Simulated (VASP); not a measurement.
# HgTe in VASP: settings compared

Aim: see how the results for HgTe move with the level of theory and the settings. Levels: BLYP, PBE, PBE+U. Tasks: single point.

All numbers are computed with VASP 6.6.1; they aren't measurements. Logs are shortened: lines on timing, memory, paths and dates and some standing lists are left out, and cuts for length are marked.

**1. The cell of the first run**

It takes space group Fm-3m (No. 225, cubic). Conventional cell: a = 6.154 Å, b = 6.154 Å, c = 6.154 Å, α = 90.00°, β = 90.00°, γ = 90.00°. Within 4.1 Å of Hg (site symmetry m-3m) lie 6 Te at 3.08 Å. Within 4.1 Å of Te (site symmetry m-3m) lie 6 Hg at 3.08 Å.

**2. Single point, BLYP**

INCAR

```
AGGAC    = 1.0          
AGGAX    = 1.0          
ALDAC    = 0.0          
ALDAX    = 1.0          
ALGO     = Normal         # electronic algorithm
EDIFF    = 1E-6           # SCF threshold, eV
ENCUT    = 500            # plane-wave cutoff, eV
GGA      = B5             # functional
GGA_COMPAT= F            
ISIF     = 2              # what is computed and relaxed
ISMEAR   = 0              # smearing method
ISYM     = 0            
LASPH    = T              # aspherical terms in the spheres
LCHARG   = F              # write CHGCAR
LREAL    = F              # projectors in reciprocal space
LWAVE    = F              # write WAVECAR
NBANDS   = 16             # bands
NELM     = 120            # most SCF steps
PREC     = Accurate       # precision mode
SIGMA    = 0.1            # smearing width, eV
```

KPOINTS

```
k-points
0
Gamma
  4 2 3
```

POSCAR

```
HgTe
1.0
    0.0000000000      3.0771170000      3.0771170000
    3.0771170000      0.0000000000      3.0771170000
    3.0771170000      3.0771170000      0.0000000000
Hg Te
1 1
Direct
    0.0000000000      0.0000000000      0.0000000000
    0.5000000000      0.5000000000      0.5000000000
```

Potentials or basis: VASP PAW PBE potentials, release 64 (Hg, Te).

Command:

```bash
$ cat potpaw_PBE.64/Hg/POTCAR potpaw_PBE.64/Te/POTCAR > POTCAR
$ mpirun -np 1 vasp_std > vasp.out
```

OUTCAR:

```text
EDIFF = 1E-6
   ENCUT = 500
   GGA = B5
   ISIF = 2
   ISMEAR = 0
   ISYM = 0
   LASPH = T
   LREAL = F
   NELM = 120
   PREC = Accurate

 ion  position               nearest neighbor table
   1  0.000  0.000  0.000-   2 3.08   2 3.08   2 3.08   2 3.08   2 3.08   2 3.08
   2  0.500  0.500  0.500-   1 3.08   1 3.08   1 3.08   1 3.08   1 3.08   1 3.08

IMPORTANT INFORMATION: All symmetrisations will be switched off!
NOSYMM: (Re-)initialisation of all symmetry stuff for point group C_1.

----------------------------------------------------------------------------------------

                                     Primitive cell

  volume of cell :      58.2723

  direct lattice vectors                    reciprocal lattice vectors
     0.000000000  3.077117000  3.077117000    -0.162489759  0.162489759  0.162489759
     3.077117000  0.000000000  3.077117000     0.162489759 -0.162489759  0.162489759
     3.077117000  3.077117000  0.000000000     0.162489759  0.162489759 -0.162489759

  length of vectors
     4.351700594  4.351700594  4.351700594     0.281440518  0.281440518  0.281440518

  position of ions in fractional coordinates (direct lattice)
     0.000000000  0.000000000  0.000000000
     0.500000000  0.500000000  0.500000000

  ion indices of the primitive-cell ions
   primitive index   ion index
                 1           1
                 2           2

----------------------------------------------------------------------------------------

 KPOINTS: k-points

Automatic generation of k-mesh.
 Grid dimensions read from file:
 generate k-points for:    4    2    3

 Generating k-lattice:

  Cartesian coordinates                     Fractional coordinates (reciprocal lattice)
    -0.040622440  0.040622440  0.040622440     0.250000000  0.000000000  0.000000000
     0.081244880 -0.081244880  0.081244880     0.000000000  0.500000000  0.000000000
     0.054163253  0.054163253 -0.054163253     0.000000000  0.000000000  0.333333333

  Length of vectors
     0.070360130  0.140720259  0.093813506

  Shift w.r.t. Gamma in fractional coordinates (k-lattice)
     0.000000000  0.000000000  0.000000000

 -----------------------------------------------------------------------------
|                                                                             |
|           W    W    AA    RRRRR   N    N  II  N    N   GGGG   !!!           |
|           W    W   A  A   R    R  NN   N  II  NN   N  G    G  !!!           |
|           W    W  A    A  R    R  N N  N  II  N N  N  G       !!!           |
|           W WW W  AAAAAA  RRRRR   N  N N  II  N  N N  G  GGG   !            |
|           WW  WW  A    A  R   R   N   NN  II  N   NN  G    G                |
|           W    W  A    A  R    R  N    N  II  N    N   GGGG   !!!           |
|                                                                             |
|     Your reciprocal lattice and k-lattice belong to different lattice       |
|     classes:                                                                |
|                                                                             |
|        The reciprocal lattice is body-centered cubic,                       |
|        whereas your k-lattice is triclinic.                                 |
|                                                                             |
|     Results are often still useful ...                                      |
|                                                                             |
 -----------------------------------------------------------------------------

 WARNING: IBZKPT: internal override: KBLOWUP is changed to .FALSE.
      ... skipping the blow-up phase ...

 Subroutine IBZKPT returns following result:
 ===========================================

 Found     14 irreducible k-points:

 Following reciprocal coordinates:
            Coordinates               Weight
  0.000000  0.000000  0.000000      1.000000
  0.250000  0.000000  0.000000      2.000000
  0.500000  0.000000  0.000000      1.000000
  0.000000  0.500000  0.000000      1.000000
  0.250000  0.500000  0.000000      2.000000
  0.500000  0.500000  0.000000      1.000000
  0.000000  0.000000  0.333333      2.000000
  0.250000  0.000000  0.333333      2.000000
  0.500000  0.000000  0.333333      2.000000
 -0.250000  0.000000  0.333333      2.000000
  0.000000  0.500000  0.333333      2.000000
  0.250000  0.500000  0.333333      2.000000
  0.500000  0.500000  0.333333      2.000000
 -0.250000  0.500000  0.333333      2.000000
   k-points           NKPTS =     14   k-points in BZ     NKDIM =     14   number of bands    NBANDS=     16
   number of dos      NEDOS =    301   number of ions     NIONS =      2
   total plane-waves  NPLWV =  32768
   dimension x,y,z NGX =    32 NGY =   32 NGZ =   32
   dimension x,y,z NGXF=    64 NGYF=   64 NGZF=   64
   ions per type =               1   1
   NGX,Y,Z   is equivalent  to a cutoff of  12.22, 12.22, 12.22 a.u.
   NGXF,Y,Z  is equivalent  to a cutoff of  24.45, 24.45, 24.45 a.u.
 SYSTEM =  unknown system
   PREC   = accura    normal or accurate (medium, high low for compatibility)
   ISTART =      0    job   : 0-new  1-cont  2-samecut
   ICHARG =      2    charge: 1-file 2-atom 10-const
   ISPIN  =      1    spin polarized calculation?
   LNONCOLLINEAR =      F non collinear calculations
   LSORBIT =      F    spin-orbit coupling
   LASPH  =      T    aspherical Exc in radial PAW
   ENCUT  =  500.0 eV  36.75 Ry    6.06 a.u.   7.93  7.93  7.93*2*pi/ulx,y,z
   NELM   =    120;   NELMIN=  2; NELMDL= -5     # of ELM steps
   EDIFF  = 0.1E-05   stopping-criterion for ELM
   LREAL  =      F    real-space projection
   EDIFFG = 0.1E-04   stopping-criterion for IOM
   NSW    =      0    number of steps for IOM
   IBRION =     -1    ionic relax: 0-MD 1-quasi-New 2-CG
   NFREE  =      0    steps in history (QN), initial steepest desc. (CG)
   ISIF   =      2    stress and relaxation
   ISYM   =      0    0-nonsym 1-usesym 2-fastsym
   POTIM  = 0.5000    time-step for ionic-motion
   TEBEG  =    0.0;   TEEND  =   0.0 temperature during run
   PSTRESS=    0.0 pullay stress
   NELECT =      18.0000    total number of electrons
   NUPDOWN=      -1.0000    fix difference up-down
   EMIN   =  10.00;   EMAX   =-10.00  energy-range for DOS
   EFERMI =   0.00;   METHOD = LEGACY
   ISMEAR =     0;   SIGMA  =   0.10  broadening in eV -4-tet -1-fermi 0-gaus
   EFERMI_NEDOS =   21; number of points for ismear=-14 and -15
   IALGO  =     38    algorithm
   IMIX   =      4    mixing-type and parameters
     AMIX     =   0.40;   BMIX     =  1.00
     AMIX_MAG =   1.60;   BMIX_MAG =  1.00
  volume/ion in A,a.u.               =      29.14       196.62
  Fermi-wavevector in a.u.,A,eV,Ry     =   1.106653  2.091272 16.662809  1.224682
  Thomas-Fermi vector in A             =   2.243157
   LORBIT       =      0    0 simple, 1 ext, 2 COOP (PROOUT), +10 PAW based schemes
   GGA     = B5    functional components
   LHFCALC =     F    Hartree Fock is set to
   AEXX    =    0.0000 exact exchange contribution
   IVDW    =     0    specifies the selected vdW correction
   LEPSILON=     F    determine dielectric tensor
   LRPA    =     F    only Hartree local field effects (RPA)
 non-spin polarized calculation
 Gauss-broadening in eV      SIGMA  =   0.10
  energy-cutoff  :      500.00
  volume of cell :       58.27
 maximum number of plane-waves:      1486
   NGX = 15   NGY = 15   NGZ = 15

 number of electron      17.9999999 magnetization

 Free energy of the ion-electron system (eV)
  ---------------------------------------------------
  ext. energy  EPLUGINS =         0.00000000
  ---------------------------------------------------
  free energy    TOTEN  =        -1.92094235 eV

  energy without entropy =       -1.91154054  energy(sigma->0) =       -1.91624144

 E-fermi :   4.5493     XC(G=0):  -9.1248

 val. band max:        4.5400393505   @ k =   0.0000   0.0000   0.3333
 cond. band min:       4.5586418730   @ k =   0.0000   0.0000   0.3333
 fundamental gap:      0.0186025226
 Fermi energy:         4.5493257321

 k-point     1 :       0.0000    0.0000    0.0000
  band No.  band energies     occupation
      1      -7.2705      2.00000
      2      -2.0941      2.00000
      3      -2.0567      2.00000
      4      -2.0311      2.00000
      5      -2.0137      2.00000
      6      -1.9975      2.00000
[... 8 lines left out ...]
     15      12.4099      0.00000
     16      12.4445      0.00000

 k-point     2 :       0.2500    0.0000    0.0000
  band No.  band energies     occupation
      1      -6.8004      2.00000
      2      -2.2469      2.00000
      3      -2.2133      2.00000
      4      -2.1028      2.00000
      5      -1.9463      2.00000
      6      -1.9385      2.00000
[... 8 lines left out ...]
     15      13.5680      0.00000
     16      13.5853      0.00000

 k-point     3 :       0.5000    0.0000    0.0000
  band No.  band energies     occupation
      1      -6.1506      2.00000
      2      -2.4132      2.00000
      3      -2.3889      2.00000
      4      -2.3661      2.00000
      5      -1.8671      2.00000
      6      -1.8614      2.00000
[... 8 lines left out ...]
     15      15.5572      0.00000
     16      15.5661      0.00000

 k-point     4 :       0.0000    0.5000    0.0000
  band No.  band energies     occupation
      1      -6.1493      2.00000
      2      -2.4123      2.00000
      3      -2.4019      2.00000
      4      -2.3698      2.00000
      5      -1.8780      2.00000
      6      -1.8517      2.00000
[... 8 lines left out ...]
     15      15.5517      0.00000
     16      15.5635      0.00000
[... 134 lines left out ...]
 k-point    12 :       0.2500    0.5000    0.3333
  band No.  band energies     occupation
      1      -6.3150      2.00000
      2      -2.3102      2.00000
      3      -2.2946      2.00000
      4      -2.0636      2.00000
      5      -1.9045      2.00000
      6      -1.8157      2.00000
[... 8 lines left out ...]
     15      15.0909      0.00000
     16      15.9145      0.00000

 k-point    13 :       0.5000    0.5000    0.3333
  band No.  band energies     occupation
      1      -6.2021      2.00000
      2      -2.3083      2.00000
      3      -2.2513      2.00000
      4      -2.2058      2.00000
      5      -1.8697      2.00000
      6      -1.8419      2.00000
[... 8 lines left out ...]
     15      15.7694      0.00000
     16      16.2874      0.00000

 k-point    14 :      -0.2500    0.5000    0.3333
  band No.  band energies     occupation
      1      -6.1911      2.00000
      2      -2.2767      2.00000
      3      -2.0657      2.00000
      4      -1.9967      2.00000
      5      -1.7918      2.00000
      6      -1.4651      2.00000
[... 8 lines left out ...]
     15      15.2428      0.00000
     16      17.3166      0.00000

------------------------ aborting loop because EDIFF is reached ----------------------------------------

  FORCE on cell =-STRESS in cart. coord.  units (eV):
  Direction    XX          YY          ZZ          XY          YZ          ZX
  --------------------------------------------------------------------------------------
  -------------------------------------------------------------------------------------
  Total        2.8477853      0.5446042      2.9637872      0.2077279     -0.2710778      0.4306167
  in kB       78.2989256     14.9737153     81.4883584      5.7114096     -7.4531946     11.8396663
  external PRESSURE =      58.2536664 kB  Pullay stress =       0.0000000 kB

 VOLUME and BASIS-vectors are now :
 -----------------------------------------------------------------------------
  energy-cutoff  :      500.00
  volume of cell :       58.27
      direct lattice vectors                 reciprocal lattice vectors
     0.000000000  3.077117000  3.077117000    -0.162489759  0.162489759  0.162489759
     3.077117000  0.000000000  3.077117000     0.162489759 -0.162489759  0.162489759
     3.077117000  3.077117000  0.000000000     0.162489759  0.162489759 -0.162489759

 POSITION                                       TOTAL-FORCE (eV/Angst)
 -----------------------------------------------------------------------------------
      0.00000      0.00000      0.00000         0.000000      0.000000     -0.000000
      3.07712      3.07712      3.07712        -0.000000     -0.000000      0.000000
 -----------------------------------------------------------------------------------
    total drift:                                0.000001     -0.000000     -0.000000

  FREE ENERGIE OF THE ION-ELECTRON SYSTEM (eV)
  ---------------------------------------------------
  free  energy   TOTEN  =        -1.9209423468 eV

  energy  without entropy=       -1.9115405408  energy(sigma->0) =       -1.91624144
```

Wall time 14 s (1 thread of Intel Xeon 6975P-C (Granite Rapids), shared host); peak memory 0.17 GiB.

The run converged, but its numbers aren't listed here, since they failed a check.

Caveat: the k points lie up to 0.74 Å⁻¹ apart, too coarse for converged energies and pressures of a metal; the PAW data sets were made with another functional, which shifts forces and pressure a little; spin-orbit coupling is left out, which moves the levels of the heavy elements.

**3. Single point, PBE**

INCAR

```
  PREC = Accurate
  ENCUT = 500
  EDIFF = 1E-6
  ISMEAR = 1
  SIGMA = 0.1
  LREAL = F
  LASPH = T
  NELM = 120
  ALGO = Normal
  ISIF = 2
  LWAVE = F
  LCHARG = F
  GGA = PE
  NBANDS = 16
  GGA_COMPAT = F
```

KPOINTS

```
regular mesh
0
Gamma
  4 4 4
```

Edit POSCAR of step 2 so:

```diff
@@ -8,3 +8,3 @@
 Direct
-    0.0000000000      0.0000000000      0.0000000000
+   -0.0081244880      0.0081244880      0.0081244880
     0.5000000000      0.5000000000      0.5000000000
```

Potentials or basis: VASP PAW PBE potentials, release 64 (Hg, Te).

Command:

```bash
$ cat potpaw_PBE.64/Hg/POTCAR potpaw_PBE.64/Te/POTCAR > POTCAR
$ mpirun -np 1 vasp_std > vasp.out
```

Wall time 7.4 s (1 thread of Intel Xeon 6975P-C (Granite Rapids), shared host); peak memory 0.17 GiB.

Results (log left out):

- Free energy: -3.1612 eV
- Pressure: 1.2 GPa
- Largest force: 0.033 eV/Å
- Band gap on the k mesh: zero (bands 9 and 10 overlap by 2.42 eV)

Forces on the atoms (eV/Å):
```
Hg  -0.033  0.000  0.000
Te   0.033  0.000  0.000
```

Stress tensor (GPa, compression positive):
```
1.35 0.00 0.00
0.00 1.16 0.00
0.00 0.00 1.16
```

Levels at points of the mesh, in eV from the Fermi level:
```tsv
k point	band 7	band 8	band 9	band 10	band 11	band 12
(0.00, 0.00, 0.00)	-1.39	-0.90	-0.90	-0.90	7.19	7.19
(0.50, 0.00, 0.00)	-5.76	-0.01	0.00	2.36	3.23	3.65
(0.50, 0.50, 0.00)	-4.36	-3.09	-2.42	-2.41	4.57	8.70
(0.00, 0.50, 0.50)	-4.38	-3.06	-2.43	-2.43	4.57	8.69
```

Caveat: the k points lie up to 0.44 Å⁻¹ apart, too coarse for converged energies and pressures of a metal; spin-orbit coupling is left out, which moves the levels of the heavy elements.

(Part 1 of 2 ends here.)

The gap in the log of VASP goes by the Fermi energy; the results here count the filled bands.